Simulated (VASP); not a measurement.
Runs of VASP 6.6.1 on RbBr. The structure is that of space group I4/mmm (No. 139), or close to it. The cells are those of the table. 

```tsv
cell	gap on the mesh (eV)	pressure (GPa)
a = 4.847, b = 5.095, c = 5.095 Å, angles 56.8, 61.6, 61.6°, 2 atoms	3.72	-1.8
a = 4.847, b = 4.669, c = 4.669 Å, angles 62.5, 58.7, 58.7°, 2 atoms	4.01	(b)
a = 4.847, b = 5.064, c = 5.064 Å, angles 57.2, 61.4, 61.4°, 2 atoms	(a)	-1.8
a = 4.847, b = 5.032, c = 5.032 Å, angles 57.6, 61.2, 61.2°, 2 atoms	3.77	-1.7
a = 4.847, b = 4.728, c = 4.728 Å, angles 61.7, 59.2, 59.2°, 2 atoms	4.01	-0.3
a = 4.847, b = 4.611, c = 4.611 Å, angles 63.4, 58.3, 58.3°, 2 atoms	3.97	1.3
```

Alike in all rows: task single point; level LDA; potentials or basis VASP PAW LDA potentials, release 64 (Rb_sv, Br); no spin polarisation; k mesh 6 × 6 × 6; cutoff (eV) 520; smearing gaussian 0.05 eV.

Task: Estimate the missing entries.

Result: (a) 3.75; (b) 0.4.

A k mesh can miss the band edges, and the runs leave out spin-orbit coupling on Br, Rb.
